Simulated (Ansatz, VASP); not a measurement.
## One calculation of Y, two programs

INCAR

```
ALGO     = Fast           # electronic algorithm
EDIFF    = 1E-6           # SCF threshold, eV
ENCUT    = 520            # plane-wave cutoff, eV
GGA      = PS             # functional
ISIF     = 2              # what is computed and relaxed
ISMEAR   = -1             # smearing method
LASPH    = T              # aspherical terms in the spheres
LCHARG   = F              # write CHGCAR
LDAU     = T              # DFT+U
LDAUJ    = 0            
LDAUL    = 2              # shell
LDAUPRINT= 1            
LDAUTYPE = 2            
LDAUU    = 1              # U, eV
LMAXMIX  = 4              # l up to which the mixer works
LREAL    = F              # projectors in reciprocal space
LWAVE    = F              # write WAVECAR
NBANDS   = 12             # bands
NELM     = 150            # most SCF steps
PREC     = Accurate       # precision mode
SIGMA    = 0.05           # smearing width, eV
```

KPOINTS

```
k-points
0
Gamma
  9 9 9
```

Contents of POSCAR:

```
Y
1.0
    3.4585047042      0.0000000000      0.0000000000
    1.7292523521      2.9951529329      0.0000000000
    1.7292523521      0.9983843110      2.8238572661
Y
1
Direct
    0.0000000000      0.0000000000      0.0000000000
```

The input input.yaml:

```yaml
crystal:
  lattice: { a: 3.4585047042, b: 3.4585047042, c: 3.4585047042, alpha: 60.0, beta: 60.0, gamma: 60.0 }
  atoms:
    - { symbol: "Y", position: [0.0, 0.0, 0.0] }
kpoints:
  mp_grid: { grid: [9, 9, 9] }
  band_path:
    path:
      - [0.0, 0.0, 0.0]
      - [0.5, 0.0, 0.5]
      - [0.5, 0.25, 0.75]
      - [0.375, 0.375, 0.75]
      - [0.0, 0.0, 0.0]
      - [0.5, 0.5, 0.5]
      - [0.625, 0.25, 0.625]
      - [0.5, 0.25, 0.75]
    npoints: 12
scf:
  occupations: { method: fermi_dirac, width: 0.05 }
hamiltonian:
  xc: pbesol
  pseudopotentials: { kind: all_electron, lapw: { basis_error: 0.002 } }
  hubbard:
    sites: [{ species: "Y", l: d, u_eff: 1 }]
    double_counting: fll
    projectors: ortho-atomic
output:
  forces: true
  stress: true
  eigenvalues: true
  hubbard: {}
```

Change from the starting cell: volume scaled by 0.88.

Alike in both runs: functional PBEsol; k mesh 9 × 9 × 9; occupations fermi-dirac, width 0.05 eV; no spin polarisation; Hubbard terms Y d U = 1.0 eV.

|  | VASP | Ansatz |
| --- | --- | --- |
| version | VASP 6.6.1 | Ansatz 0.2.0 |
| potentials or method | VASP PAW PBE potentials, release 64 (Y_sv), cutoff 520 eV | all-electron LAPW, scalar-relativistic |
| task | single point | band structure |

|  | VASP | Ansatz | Ansatz less VASP |
| --- | --- | --- | --- |
| gap on the k mesh at the Fermi level (eV) | none | none | - |
| pressure (GPa) | 4.8 | 3.9 | -0.81 |

VASP's potentials were made for PBE, not for PBEsol. The programs project onto different local orbitals, so the same U acts differently, and such runs can settle in different states. A gap of «none» marks a metal or a gap that the smearing closes. Ansatz ran all-electron here, and VASP with PAW potentials.

Noted on Ansatz's run: U is the effective U less J, on atomic orbitals that reach past the spheres.
